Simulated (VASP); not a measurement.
Write the native input for VASP 6.6.1 that does the following.

* Task: relaxation of cell and atoms
* Functional: PBE
* Potentials or basis: VASP PAW PBE potentials, release 64 (W_sv, C)
* Cutoff: 600 eV
* k mesh: 18 × 18 × 18
* Occupations: gaussian, width 0.1 eV
* Spin: no spin polarisation
* Dipole correction: no
* Further INCAR settings: ALGO = Normal; EDIFF = 1e-07; IBRION = 2; EDIFFG = -0.01; NSW = 100; ISIF = 3

The structure of WC lies in POSCAR:

```
WC
1.0
    2.9425557394      0.0000000000      0.0000000000
    0.0000000000      2.9425557394      0.0000000000
    0.0000000000      0.0000000000      3.0143925166
W C
1 1
Direct
    0.5000000000      0.5000000000      0.5000000000
    0.0000000000      0.0000000000      0.5000000000
```

The cell was generated, and may not be a known phase.

The input as run:

INCAR

```
PREC = Accurate ; ENCUT = 600
EDIFF = 1E-7 ; ISMEAR = 0
SIGMA = 0.1 ; LREAL = False
LASPH = True ; NELM = 100
ALGO = Normal ; ISIF = 3
LWAVE = False ; LCHARG = False
GGA = PE ; IBRION = 2
NSW = 100 ; EDIFFG = -0.01
```

KPOINTS

```
regular mesh
0
Gamma
  18 18 18
```

Potentials or basis: VASP PAW PBE potentials, release 64 (W_sv, C).

Launch:

```sh
$ cat potpaw_PBE.64/W_sv/POTCAR potpaw_PBE.64/C/POTCAR > POTCAR
$ mpirun -np 1 vasp_std > vasp.out
```

It gave:

The relaxed volume is 13.10 Å³/atom and the relaxed cell is a = 2.942 Å, b = 2.942 Å, c = 3.027 Å, α = 90.00°, β = 90.00°, γ = 90.00°. The space group after relaxing (to 0.1 Å) is P4/mmm (No. 123) and the energy gained by relaxing is 0.2 meV/atom. The ionic steps are 5 and the pressure after relaxing is 0.0 GPa. The band gap on the k mesh is zero (bands 9 and 10 overlap by 2.93 eV).

Caveat: spin-orbit coupling is left out, which moves the levels of the heavy elements.

Run time: 8.8 min on 1 thread of Intel Xeon 8259CL, on a shared host, peak memory 0.36 GiB.
